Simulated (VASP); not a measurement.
# P (P4/mmm) in VASP: notebook

The runs below take P through single point, with r2SCAN.

All numbers are computed with VASP 6.6.1; they aren't measurements. Logs are shortened: lines on timing, memory, paths and dates and some standing lists are left out, and cuts for length are marked.

**1. The cell of the first run**

It takes space group P4/mmm (No. 123, tetragonal). The conventional cell has a = 4.603 Å, b = 4.603 Å, c = 3.773 Å, α = 90.00°, β = 90.00°, γ = 90.00°. Within 5.0 Å of P (site symmetry 4/mmm) lie 6 P at 3.77 to 4.60 Å.

**2. Single point, r2SCAN**

POSCAR reads:

```
P
1.0
    4.6028472260      0.0000000000      0.0000000000
    0.0000000000      4.6028472260      0.0000000000
    0.0000000000      0.0000000000      3.7728460292
P
1
Direct
    0.0000000000      0.0000000000      0.0000000000
```

INCAR.step1 reads:

```
  PREC = Accurate
  ENCUT = 520
  ISMEAR = 0
  SIGMA = 0.15
  LREAL = False
  LASPH = True
  NELM = 60
  NBANDS = 8
  GGA = PE
  ALGO = Normal
  EDIFF = 1E-4
  LWAVE = True
  LCHARG = False
```

INCAR.step2 reads:

```
  PREC = Accurate
  ENCUT = 520
  EDIFF = 1E-6
  ISMEAR = 0
  SIGMA = 0.15
  LREAL = False
  LASPH = True
  NELM = 60
  ALGO = Normal
  ISIF = 2
  LWAVE = False
  LCHARG = False
  METAGGA = R2SCAN
  LMIXTAU = True
  NBANDS = 8
  ISTART = 1
```

KPOINTS reads:

```
regular mesh
0
Gamma
  12 12 12
```

Potentials or basis: VASP PAW PBE potentials, release 64 (P).

The run is started by

```console
$ cat potpaw_PBE.64/P/POTCAR > POTCAR
$ cp INCAR.step1 INCAR
$ mpirun -np 1 vasp_std > vasp.out
$ cp INCAR.step2 INCAR
$ mpirun -np 1 vasp_std > vasp.out
```

OUTCAR:

```text
PREC = Accurate
   ENCUT = 520
   EDIFF = 1E-6
   ISMEAR = 0
   LREAL = False
   LASPH = True
   NELM = 60
   ISIF = 2
   METAGGA = R2SCAN
   ISTART = 1

 ion  position               nearest neighbor table
   1  0.000  0.000  0.000-

  LATTYP: Found a simple tetragonal cell.
 ALAT       =     4.6028472260
 C/A-ratio  =     0.8196765706

  Lattice vectors:

 A1 = (   4.6028472260,   0.0000000000,   0.0000000000)
 A2 = (   0.0000000000,   4.6028472260,   0.0000000000)
 A3 = (   0.0000000000,   0.0000000000,   3.7728460292)

Analysis of symmetry for initial positions (statically):
=====================================================================
 Subroutine PRICEL returns:
 Original cell was already a primitive cell.

 Routine SETGRP: Setting up the symmetry group for a
 simple tetragonal supercell.

 Subroutine GETGRP returns: Found 16 space group operations
 (whereof 16 operations were pure point group operations)
 out of a pool of 16 trial point group operations.

The static configuration has the point symmetry D_4h.

Analysis of symmetry for dynamics (positions and initial velocities):
=====================================================================
 Subroutine PRICEL returns:
 Original cell was already a primitive cell.

 Routine SETGRP: Setting up the symmetry group for a
 simple tetragonal supercell.

 Subroutine GETGRP returns: Found 16 space group operations
 (whereof 16 operations were pure point group operations)
 out of a pool of 16 trial point group operations.

The dynamic configuration has the point symmetry D_4h.

 Subroutine INISYM returns: Found 16 space group operations
 (whereof 16 operations are pure point group operations),
 and found     1 'primitive' translations

----------------------------------------------------------------------------------------

                                     Primitive cell

  volume of cell :      79.9323

  direct lattice vectors                    reciprocal lattice vectors
     4.602847226  0.000000000  0.000000000     0.217256831  0.000000000  0.000000000
     0.000000000  4.602847226  0.000000000     0.000000000  0.217256831  0.000000000
     0.000000000  0.000000000  3.772846029     0.000000000  0.000000000  0.265051898

  length of vectors
     4.602847226  4.602847226  3.772846029     0.217256831  0.217256831  0.265051898

  position of ions in fractional coordinates (direct lattice)
     0.000000000  0.000000000  0.000000000

  ion indices of the primitive-cell ions
   primitive index   ion index
                 1           1

----------------------------------------------------------------------------------------

 KPOINTS: regular mesh

Automatic generation of k-mesh.
 Grid dimensions read from file:
 generate k-points for:   12   12   12

 Generating k-lattice:

  Cartesian coordinates                     Fractional coordinates (reciprocal lattice)
     0.018104736  0.000000000  0.000000000     0.083333333  0.000000000  0.000000000
     0.000000000  0.018104736  0.000000000     0.000000000  0.083333333  0.000000000
     0.000000000  0.000000000  0.022087658     0.000000000  0.000000000  0.083333333

  Length of vectors
     0.018104736  0.018104736  0.022087658

  Shift w.r.t. Gamma in fractional coordinates (k-lattice)
     0.000000000  0.000000000  0.000000000

 Subroutine IBZKPT returns following result:
 ===========================================

 Found    196 irreducible k-points:

 Following reciprocal coordinates:
            Coordinates               Weight
  0.000000  0.000000  0.000000      1.000000
  0.083333  0.000000  0.000000      4.000000
  0.166667  0.000000  0.000000      4.000000
  0.250000  0.000000  0.000000      4.000000
  0.333333  0.000000  0.000000      4.000000
  0.416667  0.000000  0.000000      4.000000
[... 16 lines left out ...]
  0.333333  0.333333  0.000000      4.000000
  0.416667  0.333333  0.000000      8.000000
 [... further k-points ...]
   k-points           NKPTS =    196   k-points in BZ     NKDIM =    196   number of bands    NBANDS=      8
   number of dos      NEDOS =    301   number of ions     NIONS =      1
   total plane-waves  NPLWV =  36288
   dimension x,y,z NGX =    36 NGY =   36 NGZ =   28
   dimension x,y,z NGXF=    72 NGYF=   72 NGZF=   56
   ions per type =               1
   NGX,Y,Z   is equivalent  to a cutoff of  13.00, 13.00, 12.34 a.u.
   NGXF,Y,Z  is equivalent  to a cutoff of  26.01, 26.01, 24.68 a.u.
 SYSTEM =  unknown system
   PREC   = accura    normal or accurate (medium, high low for compatibility)
   ISTART =      1    job   : 0-new  1-cont  2-samecut
   ICHARG =      0    charge: 1-file 2-atom 10-const
   ISPIN  =      1    spin polarized calculation?
   LNONCOLLINEAR =      F non collinear calculations
   LSORBIT =      F    spin-orbit coupling
   LASPH  =      T    aspherical Exc in radial PAW
   ENCUT  =  520.0 eV  38.22 Ry    6.18 a.u.   8.56  8.56  7.01*2*pi/ulx,y,z
   NELM   =     60;   NELMIN=  2; NELMDL=  0     # of ELM steps
   EDIFF  = 0.1E-05   stopping-criterion for ELM
   LREAL  =      F    real-space projection
   EDIFFG = 0.1E-04   stopping-criterion for IOM
   NSW    =      0    number of steps for IOM
   IBRION =     -1    ionic relax: 0-MD 1-quasi-New 2-CG
   NFREE  =      0    steps in history (QN), initial steepest desc. (CG)
   ISIF   =      2    stress and relaxation
   ISYM   =      2    0-nonsym 1-usesym 2-fastsym
   POTIM  = 0.5000    time-step for ionic-motion
   TEBEG  =    0.0;   TEEND  =   0.0 temperature during run
   PSTRESS=    0.0 pullay stress
   NELECT =       5.0000    total number of electrons
   NUPDOWN=      -1.0000    fix difference up-down
   EMIN   =  10.00;   EMAX   =-10.00  energy-range for DOS
   EFERMI =   0.00;   METHOD = LEGACY
   ISMEAR =     0;   SIGMA  =   0.15  broadening in eV -4-tet -1-fermi 0-gaus
   EFERMI_NEDOS =   21; number of points for ismear=-14 and -15
   IALGO  =     38    algorithm
   IMIX   =      4    mixing-type and parameters
     AMIX     =   0.40;   BMIX     =  1.00
     AMIX_MAG =   1.60;   BMIX_MAG =  1.00
  volume/ion in A,a.u.               =      79.93       539.41
  Fermi-wavevector in a.u.,A,eV,Ry     =   0.649866  1.228069  5.746099  0.422326
  Thomas-Fermi vector in A             =   1.718961
   LORBIT       =      0    0 simple, 1 ext, 2 COOP (PROOUT), +10 PAW based schemes
   METAGGA = R2SCAN    functional components
   LHFCALC =     F    Hartree Fock is set to
   AEXX    =    0.0000 exact exchange contribution
   IVDW    =     0    specifies the selected vdW correction
   LEPSILON=     F    determine dielectric tensor
   LRPA    =     F    only Hartree local field effects (RPA)
 non-spin polarized calculation
 Gauss-broadening in eV      SIGMA  =   0.15
  energy-cutoff  :      520.00
  volume of cell :       79.93
 maximum number of plane-waves:      2184
 NGX is ok and might be reduce to    36
   NGX = 17   NGY = 17   NGZ = 15

 number of electron       4.9999999 magnetization

 Free energy of the ion-electron system (eV)
  ---------------------------------------------------
  ext. energy  EPLUGINS =         0.00000000
  ---------------------------------------------------
  free energy    TOTEN  =        -4.44325719 eV

  energy without entropy =       -4.39125831  energy(sigma->0) =       -4.41725775

 E-fermi :  -3.2007     XC(G=0):  -5.1527

 val. band max:       -3.2014553409   @ k =   0.5000   0.4167   0.5000
 cond. band min:      -3.1994157618   @ k =   0.2500   0.1667   0.0833
 fundamental gap:      0.0020395790
 Fermi energy:        -3.2006932621

 k-point     1 :       0.0000    0.0000    0.0000
  band No.  band energies     occupation
      1     -12.4811      2.00000
      2      -3.0094      0.07131
      3      -3.0094      0.07131
      4      -1.8482      0.00000
      5       1.7675      0.00000
      6       4.4772      0.00000
      7       5.4272      0.00000
      8       8.6694      0.00000

 k-point     2 :       0.0833    0.0000    0.0000
  band No.  band energies     occupation
      1     -12.4747      2.00000
      2      -3.0912      0.30210
      3      -3.0028      0.06211
      4      -1.8439      0.00000
      5       1.8776      0.00000
      6       4.5493      0.00000
      7       5.4506      0.00000
      8       8.2505      0.00000

 k-point     3 :       0.1667    0.0000    0.0000
  band No.  band energies     occupation
      1     -12.4570      2.00000
      2      -3.2992      1.64705
      3      -2.9847      0.04171
      4      -1.8321      0.00000
      5       2.1691      0.00000
      6       4.7329      0.00000
      7       5.5120      0.00000
      8       7.6461      0.00000

 k-point     4 :       0.2500    0.0000    0.0000
  band No.  band energies     occupation
      1     -12.4325      2.00000
      2      -3.5546      1.99915
      3      -2.9596      0.02302
      4      -1.8159      0.00000
      5       2.5661      0.00000
      6       4.9071      0.00000
      7       5.5848      0.00000
      8       7.1224      0.00000

 k-point     5 :       0.3333    0.0000    0.0000
  band No.  band energies     occupation
      1     -12.4076      2.00000
      2      -3.7852      2.00000
      3      -2.9341      0.01194
      4      -1.7996      0.00000
      5       3.0099      0.00000
      6       4.8698      0.00000
      7       5.6603      0.00000
      8       6.7267      0.00000

 k-point     6 :       0.4167    0.0000    0.0000
  band No.  band energies     occupation
      1     -12.3891      2.00000
      2      -3.9419      2.00000
      3      -2.9151      0.00709
      4      -1.7875      0.00000
      5       3.4582      0.00000
      6       4.5794      0.00000
      7       5.7402      0.00000
      8       6.4812      0.00000

 k-point     7 :       0.5000    0.0000    0.0000
  band No.  band energies     occupation
      1     -12.3823      2.00000
      2      -3.9970      2.00000
      3      -2.9081      0.00580
      4      -1.7830      0.00000
      5       3.7423      0.00000
      6       4.3273      0.00000
      7       5.7748      0.00000
      8       6.3981      0.00000
[... 133 lines left out ...]
 k-point    20 :       0.3333    0.2500    0.0000
  band No.  band energies     occupation
      1     -12.3613      2.00000
      2      -3.6979      2.00000
      3      -3.4272      1.96724
      4      -1.7692      0.00000
      5       3.3339      0.00000
      6       5.0571      0.00000
      7       5.8758      0.00000
      8       6.3205      0.00000

 k-point    21 :       0.4167    0.2500    0.0000
  band No.  band energies     occupation
      1     -12.3434      2.00000
      2      -3.8458      2.00000
      3      -3.3988      1.93819
      4      -1.7576      0.00000
      5       3.4077      0.00000
      6       4.9273      0.00000
      7       6.0382      0.00000
      8       6.5508      0.00000

 k-point    22 :       0.5000    0.2500    0.0000
  band No.  band energies     occupation
      1     -12.3368      2.00000
      2      -3.8983      2.00000
      3      -3.3878      1.92232
      4      -1.7533      0.00000
      5       3.4221      0.00000
      6       4.8924      0.00000
      7       6.0885      0.00000
      8       6.6442      0.00000

 k-point    23 :       0.3333    0.3333    0.0000
  band No.  band energies     occupation
      1     -12.3376      2.00000
      2      -3.6731      1.99999
      3      -3.6198      1.99992
      4      -1.7538      0.00000
      5       3.2429      0.00000
      6       5.2484      0.00000
      7       6.1725      0.00000
      8       6.3780      0.00000

 k-point    24 :       0.4167    0.3333    0.0000
  band No.  band energies     occupation
      1     -12.3200      2.00000
      2      -3.7952      2.00000
      3      -3.6093      1.99988
      4      -1.7424      0.00000
      5       3.1230      0.00000
      6       5.3909      0.00000
      7       6.3250      0.00000
      8       6.6106      0.00000

 [... further k-points ...]

------------------------ aborting loop because EDIFF is reached ----------------------------------------

  FORCE on cell =-STRESS in cart. coord.  units (eV):
  Direction    XX          YY          ZZ          XY          YZ          ZX
  --------------------------------------------------------------------------------------
  -------------------------------------------------------------------------------------
  Total       -1.3539521     -1.3539521     -3.2906498      0.0000000      0.0000000      0.0000000
  in kB      -27.1388653    -27.1388653    -65.9583890      0.0000000      0.0000000      0.0000000
  external PRESSURE =     -40.0787065 kB  Pullay stress =       0.0000000 kB

 VOLUME and BASIS-vectors are now :
 -----------------------------------------------------------------------------
  energy-cutoff  :      520.00
  volume of cell :       79.93
      direct lattice vectors                 reciprocal lattice vectors
     4.602847226  0.000000000  0.000000000     0.217256831  0.000000000  0.000000000
     0.000000000  4.602847226  0.000000000     0.000000000  0.217256831  0.000000000
     0.000000000  0.000000000  3.772846029     0.000000000  0.000000000  0.265051898

 POSITION                                       TOTAL-FORCE (eV/Angst)
 -----------------------------------------------------------------------------------
      0.00000      0.00000      0.00000         0.000000      0.000000      0.000000
 -----------------------------------------------------------------------------------
    total drift:                               -0.000000     -0.000000      0.000000

  FREE ENERGIE OF THE ION-ELECTRON SYSTEM (eV)
  ---------------------------------------------------
  free  energy   TOTEN  =        -4.4432571900 eV

  energy  without entropy=       -4.3912583129  energy(sigma->0) =       -4.41725775
```

It took 8.6 min on 1 thread of AMD EPYC 7R43 (Zen 3), shared host; peak memory 0.23 GiB.

What came out:

```
Free energy : -4.4433 eV
Pressure    : -4.0 GPa
```

Levels at points of the mesh, in eV from the Fermi level:
```csv
k point,band 1,band 2,band 3,band 4,band 5,band 6,band 7
"(0.00, 0.00, 0.00)",-9.28,0.19,0.19,1.35,4.97,7.68,8.63
"(0.50, 0.00, 0.00)",-9.18,-0.80,0.29,1.42,6.94,7.53,8.98
"(0.50, 0.50, 0.00)",-9.09,-0.59,-0.59,1.48,5.96,9.09,10.03
"(0.00, 0.00, 0.50)",-8.80,-1.26,0.59,0.59,7.40,8.15,9.15
"(0.50, 0.00, 0.50)",-8.72,-1.08,-0.18,0.67,6.29,8.97,9.99
"(0.50, 0.50, 0.50)",-8.64,-0.94,-0.04,-0.04,7.22,7.22,7.96
```

Caveat: the PAW data sets were made with another functional, which shifts forces and pressure a little.

[end of part 1 of 2]
